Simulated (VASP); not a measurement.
# CdS (Fm-3m) in VASP: further runs, part 2 of 2

VASP 6.6.1. The steps go on from the part before.

### Step 3. Relaxation of cell and atoms, LDA, target pressure 7 GPa, at which the enthalpy is minimised

File INCAR:

```
  ALGO = Normal
  EDIFF = 1E-6
  EDIFFG = -0.002
  ENCUT = 600
  GGA = CA
  IBRION = 2
  ISIF = 3
  ISMEAR = -1
  LASPH = True
  LCHARG = False
  LREAL = False
  LWAVE = False
  NELM = 60
  NSW = 100
  PREC = Accurate
  PSTRESS = 70.0
  SIGMA = 0.08
```

File KPOINTS:

```
k-points
0
Gamma
  16 16 16
```

File POSCAR:

```
CdS
1.0
    0.0000000000      2.6697583852      2.6697583852
    2.6697583852      0.0000000000      2.6697583852
    2.6697583852      2.6697583852      0.0000000000
Cd S
1 1
Direct
    0.0000000000      0.0000000000      0.0000000000
    0.5000000000      0.5000000000      0.5000000000
```

Potentials or basis: VASP PAW LDA potentials, release 64 (Cd, S).

Launch:

```
$ cat potpaw_LDA.64/Cd/POTCAR potpaw_LDA.64/S/POTCAR > POTCAR
$ mpirun -np 1 vasp_std > vasp.out
```

OUTCAR:

```text
EDIFF = 1E-6
   EDIFFG = -0.002
   ENCUT = 600
   GGA = CA
   IBRION = 2
   ISIF = 3
   ISMEAR = -1
   LASPH = True
   LREAL = False
   NELM = 60
   NSW = 100
   PREC = Accurate
   PSTRESS = 70.0

 ion  position               nearest neighbor table
   1  0.000  0.000  0.000-   2 2.67   2 2.67   2 2.67   2 2.67   2 2.67   2 2.67
   2  0.500  0.500  0.500-   1 2.67   1 2.67   1 2.67   1 2.67   1 2.67   1 2.67

  LATTYP: Found a face centered cubic cell.
 ALAT       =     5.3395167704

  Lattice vectors:

 A1 = (   0.0000000000,   2.6697583852,   2.6697583852)
 A2 = (   2.6697583852,   0.0000000000,   2.6697583852)
 A3 = (   2.6697583852,   2.6697583852,   0.0000000000)

Analysis of symmetry for initial positions (statically):
=====================================================================
 Subroutine PRICEL returns:
 Original cell was already a primitive cell.

 Routine SETGRP: Setting up the symmetry group for a
 face centered cubic supercell.

 Subroutine GETGRP returns: Found 48 space group operations
 (whereof 48 operations were pure point group operations)
 out of a pool of 48 trial point group operations.

The static configuration has the point symmetry O_h .

Analysis of symmetry for dynamics (positions and initial velocities):
=====================================================================
 Subroutine PRICEL returns:
 Original cell was already a primitive cell.

 Routine SETGRP: Setting up the symmetry group for a
 face centered cubic supercell.

[... 161 lines left out ...]
  in kB        7.2070664      7.2070664      7.2070664      0.0000000      0.0000000     -0.0000000
  external PRESSURE =     -62.7929336 kB  Pullay stress =      70.0000000 kB
[... 25 lines left out ...]
--------------------------------------- Ionic step        2  -------------------------------------------

 number of electron      17.9999999 magnetization

 E-fermi :   5.0060     XC(G=0): -11.6631

 val. band max:        4.9642274329   @ k =   0.4375   0.4375   0.0000
 cond. band min:       5.0555239999   @ k =   0.5000   0.4375   0.0000
 fundamental gap:      0.0912965670
 Fermi energy:         5.0059895010

 k-point     1 :       0.0000    0.0000    0.0000
  band No.  band energies     occupation
      1      -9.4835      2.00000
      2      -3.4286      2.00000
      3      -3.4286      2.00000
      4      -3.4236      2.00000
      5      -3.4236      2.00000
      6      -3.4236      2.00000
      7       3.6011      2.00000
      8       3.6011      2.00000
      9       3.6011      2.00000
     10       6.4475      0.00000
     11      13.9967      0.00000
     12      13.9967      0.00000
     13      13.9967      0.00000
[... 557 lines left out ...]
--------------------------------------- Ionic step        7  -------------------------------------------

 number of electron      18.0000002 magnetization

 Free energy of the ion-electron system (eV)
  ---------------------------------------------------
  ext. energy  EPLUGINS =         0.00000000
  ---------------------------------------------------
  free energy    TOTEN  =        -7.21780052 eV

  energy without entropy =       -7.21443568  energy(sigma->0) =       -7.21611810

 E-fermi :   4.3746     XC(G=0): -11.3967

 val. band max:        4.3520919878   @ k =   0.4375   0.4375   0.0000
 cond. band min:       4.4349059988   @ k =   0.5000   0.4375   0.0000
 fundamental gap:      0.0828140110
 Fermi energy:         4.3745797093

 k-point     1 :       0.0000    0.0000    0.0000
  band No.  band energies     occupation
      1      -9.6455      2.00000
      2      -3.8613      2.00000
      3      -3.8613      2.00000
      4      -3.8559      2.00000
      5      -3.8559      2.00000
      6      -3.8559      2.00000
      7       3.1072      2.00000
      8       3.1072      2.00000
      9       3.1072      2.00000
     10       5.5117      0.00000
     11      13.3616      0.00000
     12      13.3616      0.00000
     13      13.3616      0.00000
[... 401 lines left out ...]
  energy  without entropy=       -7.2144356793  energy(sigma->0) =       -7.21611810

  enthalpy is  TOTEN    =        -5.6478641460 eV   P V=        1.5699363754

 reached required accuracy - stopping structural energy minimisation
```

OSZICAR:

```text
N       E                     dE             d eps       ncg     rms          rms(c)
DAV:   1     0.123012018576E+03    0.12301E+03   -0.10408E+04  3842   0.148E+03
DAV:   2    -0.278382324640E+01   -0.12580E+03   -0.11902E+03  4303   0.324E+02
DAV:   3    -0.777375729496E+01   -0.49899E+01   -0.49680E+01  4545   0.672E+01
DAV:   4    -0.780397643264E+01   -0.30219E-01   -0.30212E-01  4240   0.527E+00
[... 50 lines left out ...]
   6 F= -.56478644E+01 E0= -.56461823E+01  d E =-.737104E-05
       N       E                     dE             d eps       ncg     rms          rms(c)
DAV:   1    -0.721780286407E+01    0.19578E-03   -0.48256E-05  4355   0.102E-01    0.111E-02
DAV:   2    -0.721780074236E+01    0.21217E-05   -0.51776E-06  3055   0.415E-02    0.482E-03
DAV:   3    -0.721780052141E+01    0.22095E-06   -0.56962E-07  1885   0.101E-02
   7 F= -.56478641E+01 E0= -.56461817E+01  d E =-.707818E-05
```

Run time: 6.3 min. Hardware: 1 thread of Intel Xeon 8259CL, shared host; peak memory 0.23 GiB.

What came out:

```
Free energy                                                : -7.2178 eV
Relaxed volume                                             : 17.97 Å³/atom
Relaxed cell                                               : a = 3.704 Å, b = 3.704 Å, c = 3.704 Å, α = 60.00°, β = 60.00°, γ = 60.00°
Space group after relaxing (to 0.1 Å)                      : Fm-3m (No. 225)
Energy change on relaxing (the run minimises the enthalpy) : +24.5 meV/atom
Ionic steps                                                : 7
Pressure after relaxing                                    : 7.0 GPa
Band gap on the k mesh                                     : zero (bands 9 and 10 overlap by 0.04 eV)
```

Step by step:
| step | energy change (eV) | largest force (eV/Å) | pressure (GPa) | volume (Å³) |
| --- | --- | --- | --- | --- |
| 1 | 0.0000 | 0.0000 | 0.72 | 38.06 |
| 2 | 0.1696 | 0.0000 | 14.37 | 34.10 |
| 3 | 0.0481 | 0.0000 | 6.94 | 35.95 |
| 4 | 0.0499 | 0.0000 | 7.10 | 35.91 |
| 5 | 0.0476 | 0.0000 | 6.89 | 35.96 |
| 6 | 0.0488 | 0.0000 | 6.98 | 35.94 |
| 7 | 0.0490 | 0.0000 | 7.02 | 35.93 |

Final structure:
```yaml
crystal:
  lattice:
    - [0.00000, 2.61912, 2.61912]
    - [2.61912, 0.00000, 2.61912]
    - [2.61912, 2.61912, 0.00000]
  atoms:
    - { symbol: Cd, position: [0.00000, 0.00000, 0.00000] }
    - { symbol: S, position: [0.50000, 0.50000, 0.50000] }
```

Caveat: the cell is relaxed towards a set pressure, so the run minimises the enthalpy, not the energy; semilocal functionals underestimate gaps, and a narrow one can read as zero.

### Step 4. Relaxation of cell and atoms, LDA, target pressure 10 GPa, at which the enthalpy is minimised

File INCAR:

```
SYSTEM = CdS
PREC = Accurate ; ENCUT = 600
EDIFF = 1E-6 ; ISMEAR = -1
SIGMA = 0.08 ; LREAL = .FALSE.
LASPH = .TRUE. ; NELM = 60
ALGO = Normal ; ISIF = 3
LWAVE = .FALSE. ; LCHARG = .FALSE.
IBRION = 2 ; NSW = 100
EDIFFG = -0.002 ; PSTRESS = 100.0
```

File KPOINTS:

```
Automatic mesh
0
G
  16 16 16
  0 0 0
```

POSCAR is that of step 3.

Launch:

```
$ cat potpaw_LDA.64/Cd/POTCAR potpaw_LDA.64/S/POTCAR > POTCAR
$ mpirun -np 1 vasp_std > vasp.out
```

Run time: 6.8 min. Hardware: 1 thread of Intel Xeon 8259CL, shared host; peak memory 0.23 GiB.

It converged, with:

```
Free energy                                                : -7.1748 eV
Relaxed volume                                             : 17.56 Å³/atom
Relaxed cell                                               : a = 3.676 Å, b = 3.676 Å, c = 3.676 Å, α = 60.00°, β = 60.00°, γ = 60.00°
Space group after relaxing (to 0.1 Å)                      : Fm-3m (No. 225)
Energy change on relaxing (the run minimises the enthalpy) : +46.0 meV/atom
Ionic steps                                                : 7
Pressure after relaxing                                    : 10.0 GPa
Band gap on the k mesh                                     : zero (bands 9 and 10 overlap by 0.06 eV)
```

Step by step:
| step | energy change (eV) | largest force (eV/Å) | pressure (GPa) | volume (Å³) |
| --- | --- | --- | --- | --- |
| 1 | 0.0000 | 0.0000 | 0.72 | 38.06 |
| 2 | 0.3805 | 0.0000 | 23.81 | 32.30 |
| 3 | 0.0891 | 0.0000 | 9.83 | 35.17 |
| 4 | 0.0926 | 0.0000 | 10.06 | 35.11 |
| 5 | 0.0907 | 0.0000 | 9.92 | 35.14 |
| 6 | 0.0918 | 0.0000 | 9.98 | 35.12 |
| 7 | 0.0920 | 0.0000 | 10.01 | 35.12 |

Final structure:
```
Cd S
1.0
     0.00000    2.59925    2.59925
     2.59925    0.00000    2.59925
     2.59925    2.59925    0.00000
Cd S
1 1
Direct
  0.00000 0.00000 0.00000
  0.50000 0.50000 0.50000
```

Levels at points of the mesh, in eV from the Fermi level:
```csv
k point,band 5,band 6,band 7,band 8,band 9,band 10,band 11,band 12,band 13
"(0.00, 0.00, 0.00)",-8.31,-8.31,-1.33,-1.33,-1.33,1.27,8.99,8.99,8.99
"(0.50, 0.00, 0.00)",-7.98,-7.98,-5.86,-0.17,-0.17,2.95,5.37,5.37,7.79
"(0.50, 0.50, 0.00)",-7.88,-6.82,-5.66,-3.08,-3.08,-0.23,5.49,10.49,12.02
```

Caveat: the cell is relaxed towards a set pressure, so the run minimises the enthalpy, not the energy; semilocal functionals underestimate gaps, and a narrow one can read as zero.

### Step 5. The runs side by side

```tsv
cell	gap on the mesh (eV)	pressure (GPa)
relaxed to 4 GPa	none	4.0
relaxed to 7 GPa	none	7.0
relaxed to 10 GPa	none	10.0
```

Alike in all rows: task relaxation of cell and atoms; level LDA; potentials or basis VASP PAW LDA potentials, release 64 (Cd, S); no spin polarisation; k mesh 16 × 16 × 16; cutoff (eV) 600; smearing fermi-dirac 0.08 eV.

Caveats: the cell is relaxed towards a set pressure, so the run minimises the enthalpy, not the energy; semilocal functionals underestimate gaps, and a narrow one can read as zero.

Absolute energies hang on the potentials; compare differences alone.

The gap in the log of VASP goes by the Fermi energy; the results here count the filled bands.